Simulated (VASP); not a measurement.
A run of VASP 6.6.1 is set up as follows.

The input POSCAR:

```
Sb
1.0
    4.3411347256      0.0000000000      0.0000000000
   -2.1705673628      3.7595329536      0.0000000000
    0.0000000000      0.0000000000     24.2395337062
Sb
6
Direct
    0.3333333333      0.6666666667      0.3094118926
    0.6666666667      0.3333333333      0.3714150732
    0.0000000000      0.0000000000      0.4689984097
    0.3333333333      0.6666666667      0.5310015903
    0.6666666667      0.3333333333      0.6285849268
    0.0000000000      0.0000000000      0.6905881074
```

Contents of INCAR.step1:

```
SYSTEM = Sb
PREC = Accurate
ENCUT = 520
ISMEAR = 0
SIGMA = 0.1
LREAL = .FALSE.
LASPH = .TRUE.
NELM = 60
LDIPOL = .TRUE.
IDIPOL = 3
DIPOL = 0.5 0.5 0.500
NBANDS = 24
GGA = PE
ALGO = Normal
EDIFF = 1E-4
LWAVE = .TRUE.
LCHARG = .FALSE.
```

Contents of INCAR.step2:

```
SYSTEM = Sb
PREC = Accurate
ENCUT = 520
EDIFF = 1E-7
ISMEAR = 0
SIGMA = 0.1
LREAL = .FALSE.
LASPH = .TRUE.
NELM = 60
ALGO = Normal
ISIF = 2
LWAVE = .FALSE.
LCHARG = .TRUE.
LDIPOL = .TRUE.
IDIPOL = 3
DIPOL = 0.5 0.5 0.500
METAGGA = R2SCAN
LMIXTAU = .TRUE.
LELF = .TRUE.
LVHAR = .TRUE.
LVACPOTAV = .TRUE.
NBANDS = 24
ISTART = 1
```

KPOINTS

```
regular mesh
0
G
  9 9 1
  0 0 0
```

Potentials or basis: VASP PAW PBE potentials, release 64 (Sb).

Command:

```console
$ cat potpaw_PBE.64/Sb/POTCAR > POTCAR
$ cp INCAR.step1 INCAR
$ mpirun -np 1 vasp_std > vasp.out
$ cp INCAR.step2 INCAR
$ mpirun -np 1 vasp_std > vasp.out
```

Task: Estimate the band gap on the k mesh.

Result: Zero (filled and empty bands touch).

Task: What does it give for the largest force?

Result: 0.100 eV/Å.

Forces on the atoms (eV/Å):
```
Sb   0.000  0.000 -0.100
Sb   0.000  0.000  0.095
Sb   0.000  0.000  0.000
Sb   0.000  0.000  0.000
Sb   0.000  0.000 -0.095
Sb   0.000  0.000  0.100
```

Caveat: the PAW data sets were made with another functional, which shifts forces and pressure a little; spin-orbit coupling is left out, which moves the levels of the heavy elements.
